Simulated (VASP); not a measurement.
# ZnO (P6_3mc) in VASP: a series of runs

The runs below take ZnO through single point, with b88 exchange, pbe correlation, PBE.

Program: VASP 6.6.1. These are calculated values, not measurements. Logs are shortened: lines on timing, memory, paths and dates and some standing lists are left out, and cuts for length are marked.

**Measured values to compare with.**

From “Electronic structure of alkaline earth and post-transition metal oxides”, 2009, arxiv:0908.1581, for a bulk crystal of ZnO: band gap 3.37 eV.

How close the calculation comes is told below.

## Step 1: The cell of the first run

Symmetry: P6_3mc, No. 186, hexagonal system. Conventional cell: a = 3.249 Å, b = 3.249 Å, c = 5.206 Å, α = 90.00°, β = 90.00°, γ = 120.00°. Within 2.6 Å of Zn (site symmetry 3m) lie 4 O at 1.97 to 1.98 Å. Within 2.6 Å of O (site symmetry 3m) lie 4 Zn at 1.97 to 1.98 Å.

## Step 2: Single point, b88 exchange, pbe correlation

The input, INCAR:

```
  PREC = Accurate
  ENCUT = 600
  EDIFF = 1E-6
  ISMEAR = -1
  SIGMA = 0.05
  LREAL = F
  LASPH = T
  NELM = 120
  ALGO = Normal
  ISIF = 2
  LWAVE = F
  LCHARG = F
  GGA = LIBXC
  LIBXC1 = GGA_X_B88
  LIBXC2 = GGA_C_PBE
  NBANDS = 26
  GGA_COMPAT = F
```

The input, KPOINTS:

```
Automatic mesh
0
Gamma
  9 9 5
```

The input, POSCAR:

```
ZnO
1.0
    3.2493080000      0.0000000000      0.0000000000
   -1.6246540000      2.8139832727      0.0000000000
    0.0000000000      0.0000000000      5.2057090000
Zn O
2 2
Direct
    0.6666666667      0.3333333333      0.0000000000
    0.3333333333      0.6666666667      0.5000000000
    0.3333333333      0.6666666667      0.8790100000
    0.6666666667      0.3333333333      0.3790100000
```

Potentials or basis: VASP PAW PBE potentials, release 64 (Zn, O).

The run is started by

```bash
$ cat potpaw_PBE.64/Zn/POTCAR potpaw_PBE.64/O/POTCAR > POTCAR
$ mpirun -np 1 vasp_std > vasp.out
```

OUTCAR:

```text
PREC = Accurate
   ENCUT = 600
   EDIFF = 1E-6
   ISMEAR = -1
   LREAL = F
   LASPH = T
   NELM = 120
   ISIF = 2
   GGA = LIBXC

 ion  position               nearest neighbor table
   1  0.667  0.333  0.000-   4 1.97   3 1.98   3 1.98   3 1.98
   2  0.333  0.667  0.500-   3 1.97   4 1.98   4 1.98   4 1.98
   3  0.333  0.667  0.879-   2 1.97   1 1.98   1 1.98   1 1.98
   4  0.667  0.333  0.379-   1 1.97   2 1.98   2 1.98   2 1.98

  LATTYP: Found a hexagonal cell.
 ALAT       =     3.2493080000
 C/A-ratio  =     1.6020977390

  Lattice vectors:

 A1 = (   3.2493080000,   0.0000000000,   0.0000000000)
 A2 = (  -1.6246540000,   2.8139832727,   0.0000000000)
 A3 = (   0.0000000000,   0.0000000000,   5.2057090000)

Analysis of symmetry for initial positions (statically):
=====================================================================
 Subroutine PRICEL returns:
 Original cell was already a primitive cell.

 Routine SETGRP: Setting up the symmetry group for a
 hexagonal supercell.

 Subroutine GETGRP returns: Found 12 space group operations
 (whereof  6 operations were pure point group operations)
 out of a pool of 24 trial point group operations.

The static configuration has the point symmetry C_3v.
 The point group associated with its full space group is C_6v.

Analysis of symmetry for dynamics (positions and initial velocities):
=====================================================================
 Subroutine PRICEL returns:
 Original cell was already a primitive cell.

 Routine SETGRP: Setting up the symmetry group for a
 hexagonal supercell.

 Subroutine GETGRP returns: Found 12 space group operations
 (whereof  6 operations were pure point group operations)
 out of a pool of 24 trial point group operations.

The dynamic configuration has the point symmetry C_3v.
 The point group associated with its full space group is C_6v.

 Subroutine INISYM returns: Found 12 space group operations
 (whereof  6 operations are pure point group operations),
 and found     1 'primitive' translations

----------------------------------------------------------------------------------------

                                     Primitive cell

  volume of cell :      47.5984

  direct lattice vectors                    reciprocal lattice vectors
     3.249308000  0.000000000  0.000000000     0.307757836  0.177684070  0.000000000
    -1.624654000  2.813983273  0.000000000     0.000000000  0.355368139  0.000000000
     0.000000000  0.000000000  5.205709000     0.000000000  0.000000000  0.192096792

  length of vectors
     3.249308000  3.249308000  5.205709000     0.355368139  0.355368139  0.192096792

  position of ions in fractional coordinates (direct lattice)
     0.666666667  0.333333333  0.000000000
     0.333333333  0.666666667  0.500000000
     0.333333333  0.666666667  0.879010000
     0.666666667  0.333333333  0.379010000

  ion indices of the primitive-cell ions
   primitive index   ion index
                 1           1
                 2           2
                 3           3
                 4           4

----------------------------------------------------------------------------------------

 KPOINTS: Automatic mesh

Automatic generation of k-mesh.
 Grid dimensions read from file:
 generate k-points for:    9    9    5

 Generating k-lattice:

  Cartesian coordinates                     Fractional coordinates (reciprocal lattice)
     0.034195315  0.019742674  0.000000000     0.111111111  0.000000000  0.000000000
     0.000000000  0.039485349  0.000000000     0.000000000  0.111111111  0.000000000
     0.000000000  0.000000000  0.038419358     0.000000000  0.000000000  0.200000000

  Length of vectors
     0.039485349  0.039485349  0.038419358

  Shift w.r.t. Gamma in fractional coordinates (k-lattice)
     0.000000000  0.000000000  0.000000000

 Subroutine IBZKPT returns following result:
 ===========================================

 Found     36 irreducible k-points:

 Following reciprocal coordinates:
            Coordinates               Weight
  0.000000  0.000000  0.000000      1.000000
  0.111111  0.000000  0.000000      6.000000
  0.222222  0.000000  0.000000      6.000000
  0.333333  0.000000  0.000000      6.000000
  0.444444  0.000000  0.000000      6.000000
  0.111111  0.111111  0.000000      6.000000
[... 16 lines left out ...]
  0.333333  0.222222  0.200000     24.000000
  0.333333  0.333333  0.200000      4.000000
 [... further k-points ...]
   k-points           NKPTS =     36   k-points in BZ     NKDIM =     36   number of bands    NBANDS=     26
   number of dos      NEDOS =    301   number of ions     NIONS =      4
   total plane-waves  NPLWV =  32928
   dimension x,y,z NGX =    28 NGY =   28 NGZ =   42
   dimension x,y,z NGXF=    56 NGYF=   56 NGZF=   84
   ions per type =               2   2
   NGX,Y,Z   is equivalent  to a cutoff of  14.33, 14.33, 13.41 a.u.
   NGXF,Y,Z  is equivalent  to a cutoff of  28.65, 28.65, 26.83 a.u.
 SYSTEM =  unknown system
   PREC   = accura    normal or accurate (medium, high low for compatibility)
   ISTART =      0    job   : 0-new  1-cont  2-samecut
   ICHARG =      2    charge: 1-file 2-atom 10-const
   ISPIN  =      1    spin polarized calculation?
   LNONCOLLINEAR =      F non collinear calculations
   LSORBIT =      F    spin-orbit coupling
   LASPH  =      T    aspherical Exc in radial PAW
   ENCUT  =  600.0 eV  44.10 Ry    6.64 a.u.   6.49  6.49 10.40*2*pi/ulx,y,z
   NELM   =    120;   NELMIN=  2; NELMDL= -5     # of ELM steps
   EDIFF  = 0.1E-05   stopping-criterion for ELM
   LREAL  =      F    real-space projection
   EDIFFG = 0.1E-04   stopping-criterion for IOM
   NSW    =      0    number of steps for IOM
   IBRION =     -1    ionic relax: 0-MD 1-quasi-New 2-CG
   NFREE  =      0    steps in history (QN), initial steepest desc. (CG)
   ISIF   =      2    stress and relaxation
   ISYM   =      2    0-nonsym 1-usesym 2-fastsym
   POTIM  = 0.5000    time-step for ionic-motion
   TEBEG  =    0.0;   TEEND  =   0.0 temperature during run
   PSTRESS=    0.0 pullay stress
   NELECT =      36.0000    total number of electrons
   NUPDOWN=      -1.0000    fix difference up-down
   EMIN   =  10.00;   EMAX   =-10.00  energy-range for DOS
   EFERMI =   0.00;   METHOD = LEGACY
   ISMEAR =    -1;   SIGMA  =   0.05  broadening in eV -4-tet -1-fermi 0-gaus
   EFERMI_NEDOS =   21; number of points for ismear=-14 and -15
   IALGO  =     38    algorithm
   IMIX   =      4    mixing-type and parameters
     AMIX     =   0.40;   BMIX     =  1.00
     AMIX_MAG =   1.60;   BMIX_MAG =  1.00
  volume/ion in A,a.u.               =      11.90        80.30
  Fermi-wavevector in a.u.,A,eV,Ry     =   1.491574  2.818667 30.270160  2.224794
  Thomas-Fermi vector in A             =   2.604212
   LORBIT       =      0    0 simple, 1 ext, 2 COOP (PROOUT), +10 PAW based schemes
   GGA     = LIBXC    functional components
   LHFCALC =     F    Hartree Fock is set to
   AEXX    =    0.0000 exact exchange contribution
   IVDW    =     0    specifies the selected vdW correction
   LEPSILON=     F    determine dielectric tensor
   LRPA    =     F    only Hartree local field effects (RPA)
 non-spin polarized calculation
  energy-cutoff  :      600.00
  volume of cell :       47.60
 maximum number of plane-waves:      1605
 NGX is ok and might be reduce to    28
   NGX = 13   NGY = 13   NGZ = 21

 number of electron      36.0000008 magnetization

 Free energy of the ion-electron system (eV)
  ---------------------------------------------------
  ext. energy  EPLUGINS =         0.00000000
  ---------------------------------------------------
  free energy    TOTEN  =       -17.35503163 eV

  energy without entropy =      -17.35502837  energy(sigma->0) =      -17.35503000

 E-fermi :   1.5775     XC(G=0): -10.9447

 val. band max:        1.1317888027   @ k =   0.0000   0.0000   0.0000
 cond. band min:       1.9423476271   @ k =   0.0000   0.0000   0.0000
 fundamental gap:      0.8105588244
 Fermi energy:         1.5774845748

 k-point     1 :       0.0000    0.0000    0.0000
  band No.  band energies     occupation
      1     -16.9437      2.00000
      2     -16.2134      2.00000
      3      -4.5621      2.00000
      4      -4.5621      2.00000
      5      -4.5233      2.00000
      6      -4.4827      2.00000
[... 18 lines left out ...]
     25      15.2732      0.00000
     26      15.2732      0.00000

 k-point     2 :       0.1111    0.0000    0.0000
  band No.  band energies     occupation
      1     -16.8767      2.00000
      2     -16.1844      2.00000
      3      -4.6388      2.00000
      4      -4.5238      2.00000
      5      -4.4820      2.00000
      6      -4.4086      2.00000
[... 18 lines left out ...]
     25      15.4155      0.00000
     26      15.4201      0.00000

 k-point     3 :       0.2222    0.0000    0.0000
  band No.  band energies     occupation
      1     -16.6979      2.00000
      2     -16.1154      2.00000
      3      -4.7845      2.00000
      4      -4.4645      2.00000
      5      -4.4343      2.00000
      6      -4.3312      2.00000
[... 18 lines left out ...]
     25      14.6701      0.00000
     26      15.3885      0.00000

 k-point     4 :       0.3333    0.0000    0.0000
  band No.  band energies     occupation
      1     -16.4706      2.00000
      2     -16.0519      2.00000
      3      -4.8630      2.00000
      4      -4.5088      2.00000
      5      -4.3534      2.00000
      6      -4.1601      2.00000
[... 18 lines left out ...]
     25      14.5385      0.00000
     26      15.2158      0.00000
[... 496 lines left out ...]
      1     -16.3269      2.00000
      2     -16.0627      2.00000
      3      -4.7178      2.00000
      4      -4.6373      2.00000
      5      -4.2712      2.00000
      6      -4.2379      2.00000
[... 18 lines left out ...]
     25      13.2134      0.00000
     26      16.4491      0.00000

 k-point    23 :       0.3333    0.2222    0.2000
  band No.  band energies     occupation
      1     -16.1844      2.00000
      2     -16.0542      2.00000
      3      -4.6525      2.00000
      4      -4.4782      2.00000
      5      -4.3103      2.00000
      6      -4.1013      2.00000
[... 18 lines left out ...]
     25      14.0187      0.00000
     26      15.4939      0.00000

 k-point    24 :       0.3333    0.3333    0.2000
  band No.  band energies     occupation
      1     -16.0936      2.00000
      2     -16.0936      2.00000
      3      -4.5669      2.00000
      4      -4.3570      2.00000
      5      -4.3570      2.00000
      6      -3.9903      2.00000
[... 18 lines left out ...]
     25      14.7061      0.00000
     26      15.7313      0.00000

 [... further k-points ...]

------------------------ aborting loop because EDIFF is reached ----------------------------------------

  FORCE on cell =-STRESS in cart. coord.  units (eV):
  Direction    XX          YY          ZZ          XY          YZ          ZX
  --------------------------------------------------------------------------------------
  -------------------------------------------------------------------------------------
  Total        1.3966246      1.3966246      1.9185957      0.0000000      0.0000000      0.0000000
  in kB       47.0108368     47.0108368     64.5805541      0.0000000      0.0000000      0.0000000
  external PRESSURE =      52.8674092 kB  Pullay stress =       0.0000000 kB

 VOLUME and BASIS-vectors are now :
 -----------------------------------------------------------------------------
  energy-cutoff  :      600.00
  volume of cell :       47.60
      direct lattice vectors                 reciprocal lattice vectors
     3.249308000  0.000000000  0.000000000     0.307757836  0.177684070  0.000000000
    -1.624654000  2.813983273  0.000000000     0.000000000  0.355368139  0.000000000
     0.000000000  0.000000000  5.205709000     0.000000000  0.000000000  0.192096792

 POSITION                                       TOTAL-FORCE (eV/Angst)
 -----------------------------------------------------------------------------------
      1.62465      0.93799      0.00000        -0.000000     -0.000000     -0.072512
     -0.00000      1.87599      2.60285         0.000000      0.000000     -0.072512
     -0.00000      1.87599      4.57587        -0.000000      0.000000      0.072512
      1.62465      0.93799      1.97302         0.000000      0.000000      0.072512
 -----------------------------------------------------------------------------------
    total drift:                                0.000000      0.000000     -0.001028

  FREE ENERGIE OF THE ION-ELECTRON SYSTEM (eV)
  ---------------------------------------------------
  free  energy   TOTEN  =       -17.3550316294 eV

  energy  without entropy=      -17.3550283659  energy(sigma->0) =      -17.35503000
```

Run time: 24 s. Hardware: 1 thread of Intel Xeon 6975P-C (Granite Rapids), shared host; peak memory 0.2 GiB.

Results:

```yaml
Free_energy: -17.3550 eV
Pressure: 5.3 GPa
Largest_force: 0.073 eV/Å
Band_gap_on_the_k_mesh: 0.81 eV
```

Forces in eV/Å, atoms in the order of the input:
```
Zn   0.000  0.000 -0.073
Zn   0.000  0.000 -0.073
O    0.000  0.000  0.073
O    0.000  0.000  0.073
```

Stress tensor (GPa, compression positive):
```
4.70 0.00 0.00
0.00 4.70 0.00
0.00 0.00 6.46
```

Caveat: the cell stands under pressure; the PAW data sets were made with another functional, which shifts forces and pressure a little.

## Step 3: Single point, b88 exchange, pbe correlation

This run uses another cell than the first one, of 12.14 Å³/atom.

The input, INCAR:

```
SYSTEM = ZnO
ALGO = Normal
EDIFF = 1E-6
ENCUT = 600
GGA = LIBXC
GGA_COMPAT = .FALSE.
ISIF = 2
ISMEAR = -1
LASPH = .TRUE.
LCHARG = .FALSE.
LIBXC1 = GGA_X_B88
LIBXC2 = GGA_C_PBE
LREAL = .FALSE.
LWAVE = .FALSE.
NBANDS = 26
NELM = 120
PREC = Accurate
SIGMA = 0.05
```

The input, KPOINTS:

```
k-points
0
G
  9 9 5
  0 0 0
```

The input, POSCAR:

```
ZnO
1.0
    3.2708272232      0.0000000000      0.0000000000
   -1.6354136116      2.8326194666      0.0000000000
    0.0000000000      0.0000000000      5.2401848988
Zn O
2 2
Direct
    0.6666666667      0.3333333333      0.0000000000
    0.3333333333      0.6666666667      0.5000000000
    0.3333333333      0.6666666667      0.8790100000
    0.6666666667      0.3333333333      0.3790100000
```

Potentials or basis: VASP PAW PBE potentials, release 64 (Zn, O).

The run is started by

```bash
$ cat potpaw_PBE.64/Zn/POTCAR potpaw_PBE.64/O/POTCAR > POTCAR
$ mpirun -np 1 vasp_std > vasp.out
```

Run time: 24 s. Hardware: 1 thread of Intel Xeon 6975P-C (Granite Rapids), shared host; peak memory 0.2 GiB.

The run converged. Its results:

- Free energy: -17.3793 eV
- Pressure: 2.4 GPa
- Largest force: 0.065 eV/Å
- Band gap on the k mesh: 0.78 eV

Forces in eV/Å, atoms in the order of the input:
```
Zn   0.000  0.000 -0.065
Zn   0.000  0.000 -0.065
O    0.000  0.000  0.065
O    0.000  0.000  0.065
```

Stress tensor (GPa, compression positive):
```
1.82 0.00 0.00
0.00 1.82 0.00
0.00 0.00 3.46
```

Levels at points of the mesh, in eV from the valence-band top:
| k point | band 16 | band 17 | band 18 | band 19 | band 20 | band 21 |
| --- | --- | --- | --- | --- | --- | --- |
| (0.00, 0.00, 0.00) | -0.06 | 0.00 | 0.00 | 0.78 | 5.15 | 8.21 |

Caveat: the PAW data sets were made with another functional, which shifts forces and pressure a little.

[end of part 1 of 2]
